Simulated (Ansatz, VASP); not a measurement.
**Two plane-wave programs on Ti**

```
Ti
1.0
     0.00000    2.49156    1.56769
     2.49156    0.00000    1.56769
     2.49156    2.49156    0.00000
Ti
1
Direct
  0.00000 0.00000 0.00000
```

Alike in both runs: task single point; functional PBE; k mesh 20 × 20 × 20; occupations gaussian, width 0.15 eV; no spin polarisation.

```csv
,VASP,Ansatz
version,VASP 6.6.1,Ansatz 0.2.0
potentials or method,"VASP PAW PBE potentials, release 64 (Ti_sv), cutoff 520 eV","scalar-relativistic, plane waves, PAW"
valence electrons in the cell,12,12
```

VASP gave:

- gap on the k mesh at the Fermi level (eV): none
- pressure (GPa): -10.4
- traceless stress, the component that is largest in VASP (GPa): -0.75

Question: Which values does Ansatz return?

Answer: gap on the k mesh at the Fermi level (eV): none; pressure (GPa): -10.3; traceless stress, the component that is largest in VASP (GPa): -0.73.

A gap of «none» marks a metal or a gap that the smearing closes.
